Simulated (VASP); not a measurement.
# Si (Fd-3m) in VASP: further runs

Runs on Si. Level: PBE. Tasks: single point.

Program: VASP 6.6.1. These are calculated values, not measurements. Logs are shortened: lines on timing, memory, paths and dates and some standing lists are left out, and cuts for length are marked.

### Step 1. The cell of the first run

The structure is cubic, space group Fd-3m (No. 227). Conventional cell: a = 5.470 Å, b = 5.470 Å, c = 5.470 Å, α = 90.00°, β = 90.00°, γ = 90.00°. Within 3.1 Å of Si (site symmetry -43m) lie 4 Si at 2.37 Å.

### Step 2. Single point, PBE

The input, INCAR:

```
SYSTEM = Si
ALGO = Normal ; EDIFF = 1E-6
ENCUT = 500 ; GGA = PE
GGA_COMPAT = .FALSE. ; ISIF = 2
ISMEAR = 0 ; LASPH = .TRUE.
LCHARG = .TRUE. ; LELF = .TRUE.
LREAL = .FALSE. ; LVHAR = .TRUE.
LWAVE = .FALSE. ; NBANDS = 11
NELM = 120 ; PREC = Accurate
SIGMA = 0.02
```

The input, KPOINTS:

```
k-points
0
G
  8 8 8
  0 0 0
```

The input, POSCAR:

```
Si
1.0
    0.0000000000      2.7347886938      2.7347886938
    2.7347886938      0.0000000000      2.7347886938
    2.7347886938      2.7347886938      0.0000000000
Si
2
Direct
    0.0000000000      0.0000000000      0.0000000000
    0.2500000000      0.2500000000      0.2500000000
```

Potentials or basis: VASP PAW PBE potentials, release 64 (Si).

On the command line:

```sh
> cat potpaw_PBE.64/Si/POTCAR > POTCAR
> mpirun -np 1 vasp_std > vasp.out
```

OUTCAR:

```text
SYSTEM = Si
   EDIFF = 1E-6
   ENCUT = 500
   GGA = PE
   ISIF = 2
   ISMEAR = 0
   LASPH = .TRUE.
   LREAL = .FALSE.
   NELM = 120
   PREC = Accurate

 ion  position               nearest neighbor table
   1  0.000  0.000  0.000-   2 2.37   2 2.37   2 2.37   2 2.37
   2  0.250  0.250  0.250-   1 2.37   1 2.37   1 2.37   1 2.37

  LATTYP: Found a face centered cubic cell.
 ALAT       =     5.4695773876

  Lattice vectors:

 A1 = (   0.0000000000,   2.7347886938,   2.7347886938)
 A2 = (   2.7347886938,   0.0000000000,   2.7347886938)
 A3 = (   2.7347886938,   2.7347886938,   0.0000000000)

Analysis of symmetry for initial positions (statically):
=====================================================================
 Subroutine PRICEL returns:
 Original cell was already a primitive cell.

 Routine SETGRP: Setting up the symmetry group for a
 face centered cubic supercell.

 Subroutine GETGRP returns: Found 48 space group operations
 (whereof 24 operations were pure point group operations)
 out of a pool of 48 trial point group operations.

The static configuration has the point symmetry T_d .
 The point group associated with its full space group is O_h .

Analysis of symmetry for dynamics (positions and initial velocities):
=====================================================================
 Subroutine PRICEL returns:
 Original cell was already a primitive cell.

 Routine SETGRP: Setting up the symmetry group for a
 face centered cubic supercell.

 Subroutine GETGRP returns: Found 48 space group operations
 (whereof 24 operations were pure point group operations)
 out of a pool of 48 trial point group operations.

The dynamic configuration has the point symmetry T_d .
 The point group associated with its full space group is O_h .

 Subroutine INISYM returns: Found 48 space group operations
 (whereof 24 operations are pure point group operations),
 and found     1 'primitive' translations

----------------------------------------------------------------------------------------

                                     Primitive cell

  volume of cell :      40.9073

  direct lattice vectors                    reciprocal lattice vectors
     0.000000000  2.734788694  2.734788694    -0.182829482  0.182829482  0.182829482
     2.734788694  0.000000000  2.734788694     0.182829482 -0.182829482  0.182829482
     2.734788694  2.734788694  0.000000000     0.182829482  0.182829482 -0.182829482

  length of vectors
     3.867575261  3.867575261  3.867575261     0.316669952  0.316669952  0.316669952

  position of ions in fractional coordinates (direct lattice)
     0.000000000  0.000000000  0.000000000
     0.250000000  0.250000000  0.250000000

  ion indices of the primitive-cell ions
   primitive index   ion index
                 1           1
                 2           2

----------------------------------------------------------------------------------------

 KPOINTS: k-points

Automatic generation of k-mesh.
 Grid dimensions read from file:
 generate k-points for:    8    8    8

 Generating k-lattice:

  Cartesian coordinates                     Fractional coordinates (reciprocal lattice)
    -0.022853685  0.022853685  0.022853685     0.125000000  0.000000000  0.000000000
     0.022853685 -0.022853685  0.022853685     0.000000000  0.125000000  0.000000000
     0.022853685  0.022853685 -0.022853685     0.000000000  0.000000000  0.125000000

  Length of vectors
     0.039583744  0.039583744  0.039583744

  Shift w.r.t. Gamma in fractional coordinates (k-lattice)
     0.000000000  0.000000000  0.000000000

 Subroutine IBZKPT returns following result:
 ===========================================

 Found     29 irreducible k-points:

 Following reciprocal coordinates:
            Coordinates               Weight
  0.000000  0.000000  0.000000      1.000000
  0.125000  0.000000  0.000000      8.000000
  0.250000  0.000000  0.000000      8.000000
  0.375000  0.000000  0.000000      8.000000
  0.500000  0.000000  0.000000      4.000000
  0.125000  0.125000  0.000000      6.000000
[... 16 lines left out ...]
  0.500000  0.250000  0.125000     48.000000
 -0.375000  0.250000  0.125000     24.000000
 [... further k-points ...]
   k-points           NKPTS =     29   k-points in BZ     NKDIM =     29   number of bands    NBANDS=     11
   number of dos      NEDOS =    301   number of ions     NIONS =      2
   total plane-waves  NPLWV =  21952
   dimension x,y,z NGX =    28 NGY =   28 NGZ =   28
   dimension x,y,z NGXF=    56 NGYF=   56 NGZF=   56
   ions per type =               2
   NGX,Y,Z   is equivalent  to a cutoff of  12.04, 12.04, 12.04 a.u.
   NGXF,Y,Z  is equivalent  to a cutoff of  24.07, 24.07, 24.07 a.u.
 SYSTEM =  Si
   PREC   = accura    normal or accurate (medium, high low for compatibility)
   ISTART =      0    job   : 0-new  1-cont  2-samecut
   ICHARG =      2    charge: 1-file 2-atom 10-const
   ISPIN  =      1    spin polarized calculation?
   LNONCOLLINEAR =      F non collinear calculations
   LSORBIT =      F    spin-orbit coupling
   LASPH  =      T    aspherical Exc in radial PAW
   ENCUT  =  500.0 eV  36.75 Ry    6.06 a.u.   7.05  7.05  7.05*2*pi/ulx,y,z
   NELM   =    120;   NELMIN=  2; NELMDL= -5     # of ELM steps
   EDIFF  = 0.1E-05   stopping-criterion for ELM
   LREAL  =      F    real-space projection
   EDIFFG = 0.1E-04   stopping-criterion for IOM
   NSW    =      0    number of steps for IOM
   IBRION =     -1    ionic relax: 0-MD 1-quasi-New 2-CG
   NFREE  =      0    steps in history (QN), initial steepest desc. (CG)
   ISIF   =      2    stress and relaxation
   ISYM   =      2    0-nonsym 1-usesym 2-fastsym
   POTIM  = 0.5000    time-step for ionic-motion
   TEBEG  =    0.0;   TEEND  =   0.0 temperature during run
   PSTRESS=    0.0 pullay stress
   NELECT =       8.0000    total number of electrons
   NUPDOWN=      -1.0000    fix difference up-down
   EMIN   =  10.00;   EMAX   =-10.00  energy-range for DOS
   EFERMI =   0.00;   METHOD = LEGACY
   ISMEAR =     0;   SIGMA  =   0.02  broadening in eV -4-tet -1-fermi 0-gaus
   EFERMI_NEDOS =   21; number of points for ismear=-14 and -15
   IALGO  =     38    algorithm
   IMIX   =      4    mixing-type and parameters
     AMIX     =   0.40;   BMIX     =  1.00
     AMIX_MAG =   1.60;   BMIX_MAG =  1.00
  volume/ion in A,a.u.               =      20.45       138.03
  Fermi-wavevector in a.u.,A,eV,Ry     =   0.950250  1.795711 12.285713  0.902974
  Thomas-Fermi vector in A             =   2.078609
   LORBIT       =      0    0 simple, 1 ext, 2 COOP (PROOUT), +10 PAW based schemes
   GGA     = PE    functional components
   LHFCALC =     F    Hartree Fock is set to
   AEXX    =    0.0000 exact exchange contribution
   IVDW    =     0    specifies the selected vdW correction
   LEPSILON=     F    determine dielectric tensor
   LRPA    =     F    only Hartree local field effects (RPA)
 non-spin polarized calculation
 Gauss-broadening in eV      SIGMA  =   0.02
  energy-cutoff  :      500.00
  volume of cell :       40.91
 maximum number of plane-waves:      1056
   NGX = 15   NGY = 15   NGZ = 15

 number of electron       8.0000000 magnetization

 Free energy of the ion-electron system (eV)
  ---------------------------------------------------
  ext. energy  EPLUGINS =         0.00000000
  ---------------------------------------------------
  free energy    TOTEN  =       -10.84606738 eV

  energy without entropy =      -10.84606738  energy(sigma->0) =      -10.84606738

 E-fermi :   5.7240     XC(G=0):  -9.3248

 val. band max:        5.6127084427   @ k =   0.0000   0.0000   0.0000
 cond. band min:       6.2634315544   @ k =   0.3750   0.3750   0.0000
 fundamental gap:      0.6507231117
 Fermi energy:         5.7239668430

 k-point     1 :       0.0000    0.0000    0.0000
  band No.  band energies     occupation
      1      -6.1991      2.00000
      2       5.6127      2.00000
      3       5.6127      2.00000
      4       5.6127      2.00000
      5       8.1690      0.00000
      6       8.1690      0.00000
      7       8.1690      0.00000
      8       8.7413      0.00000
      9      13.3211      0.00000
     10      13.3211      0.00000
     11      13.4880      0.00000

 k-point     2 :       0.1250    0.0000    0.0000
  band No.  band energies     occupation
      1      -5.9987      2.00000
      2       4.0220      2.00000
      3       5.3304      2.00000
      4       5.3304      2.00000
      5       8.0542      0.00000
      6       8.5843      0.00000
      7       8.5843      0.00000
      8      10.1415      0.00000
      9      12.8483      0.00000
     10      12.8483      0.00000
     11      14.2635      0.00000

 k-point     3 :       0.2500    0.0000    0.0000
  band No.  band energies     occupation
      1      -5.4145      2.00000
      2       1.7272      2.00000
      3       4.8679      2.00000
      4       4.8679      2.00000
      5       7.5703      0.00000
      6       9.1021      0.00000
      7       9.1021      0.00000
      8      12.3601      0.00000
      9      12.7992      0.00000
     10      12.7992      0.00000
     11      14.5406      0.00000
[... 267 lines left out ...]
 k-point    23 :       0.5000    0.2500    0.1250
  band No.  band energies     occupation
      1      -4.0256      2.00000
      2      -0.1740      2.00000
      3       2.3578      2.00000
      4       3.7259      2.00000
      5       8.4766      0.00000
      6       9.1419      0.00000
      7      10.5895      0.00000
      8      11.4898      0.00000
      9      14.5417      0.00000
     10      15.2374      0.00000
     11      17.5131      0.00000

 k-point    24 :      -0.3750    0.2500    0.1250
  band No.  band energies     occupation
      1      -3.3917      2.00000
      2      -1.0931      2.00000
      3       2.2264      2.00000
      4       3.5030      2.00000
      5       8.6354      0.00000
      6       8.7591      0.00000
      7      11.4582      0.00000
      8      12.6777      0.00000
      9      12.9181      0.00000
     10      16.1190      0.00000
     11      17.1631      0.00000

 [... further k-points ...]

------------------------ aborting loop because EDIFF is reached ----------------------------------------

  FORCE on cell =-STRESS in cart. coord.  units (eV):
  Direction    XX          YY          ZZ          XY          YZ          ZX
  --------------------------------------------------------------------------------------
  -------------------------------------------------------------------------------------
  Total       -0.0101754     -0.0101754     -0.0101754     -0.0000000     -0.0000000      0.0000000
  in kB       -0.3985281     -0.3985281     -0.3985281     -0.0000000     -0.0000000      0.0000000
  external PRESSURE =      -0.3985281 kB  Pullay stress =       0.0000000 kB

 VOLUME and BASIS-vectors are now :
 -----------------------------------------------------------------------------
  energy-cutoff  :      500.00
  volume of cell :       40.91
      direct lattice vectors                 reciprocal lattice vectors
     0.000000000  2.734788694  2.734788694    -0.182829482  0.182829482  0.182829482
     2.734788694  0.000000000  2.734788694     0.182829482 -0.182829482  0.182829482
     2.734788694  2.734788694  0.000000000     0.182829482  0.182829482 -0.182829482

 POSITION                                       TOTAL-FORCE (eV/Angst)
 -----------------------------------------------------------------------------------
      0.00000      0.00000      0.00000         0.000000      0.000000      0.000000
      1.36739      1.36739      1.36739        -0.000000     -0.000000     -0.000000
 -----------------------------------------------------------------------------------
    total drift:                                0.000000      0.000000     -0.000000

  FREE ENERGIE OF THE ION-ELECTRON SYSTEM (eV)
  ---------------------------------------------------
  free  energy   TOTEN  =       -10.8460673792 eV

  energy  without entropy=      -10.8460673792  energy(sigma->0) =      -10.84606738
```

It took 16 s on 1 thread of Intel Xeon 8259CL, shared host; peak memory 0.15 GiB.

What came out:

* Free energy: -10.8461 eV
* Pressure: 0.0 GPa
* Band gap on the k mesh: 0.65 eV, indirect (least direct gap 2.56 eV)

### Step 3. Single point, PBE

The input, INCAR:

```
SYSTEM = Si
  PREC = Accurate
  ENCUT = 500
  EDIFF = 1E-6
  ISMEAR = 0
  SIGMA = 0.02
  LREAL = .False.
  LASPH = .True.
  NELM = 120
  ALGO = Normal
  ISIF = 2
  LWAVE = .False.
  LCHARG = .False.
  GGA = PE
  NBANDS = 11
  GGA_COMPAT = .False.
```

The input, KPOINTS:

```
Automatic mesh
0
Gamma
  10 10 10
  0 0 0
```

POSCAR is that of step 2.

Potentials or basis: VASP PAW PBE potentials, release 64 (Si).

On the command line:

```sh
> cat potpaw_PBE.64/Si/POTCAR > POTCAR
> mpirun -np 1 vasp_std > vasp.out
```

It took 23 s on 1 thread of Intel Xeon 8259CL, shared host; peak memory 0.15 GiB.

It converged, with:

```yaml
Free_energy: -10.8492 eV
Pressure: 0.0 GPa
Band_gap_on_the_k_mesh: 0.62 eV, indirect (least direct gap 2.56 eV)
```

Levels at points of the mesh, in eV from the valence-band top:
```csv
k point,band 1,band 2,band 3,band 4,band 5,band 6,band 7,band 8
"(0.00, 0.00, 0.00)",-11.81,0.00,0.00,0.00,2.56,2.56,2.56,3.13
"(0.50, 0.00, 0.00)",-9.53,-6.87,-1.18,-1.18,1.47,3.35,3.35,7.70
"(0.50, 0.50, 0.00)",-7.74,-7.74,-2.79,-2.79,0.75,0.75,9.93,9.93
```

A k mesh can miss the band edges. As with any semilocal functional, this PBE gap is likely too small.
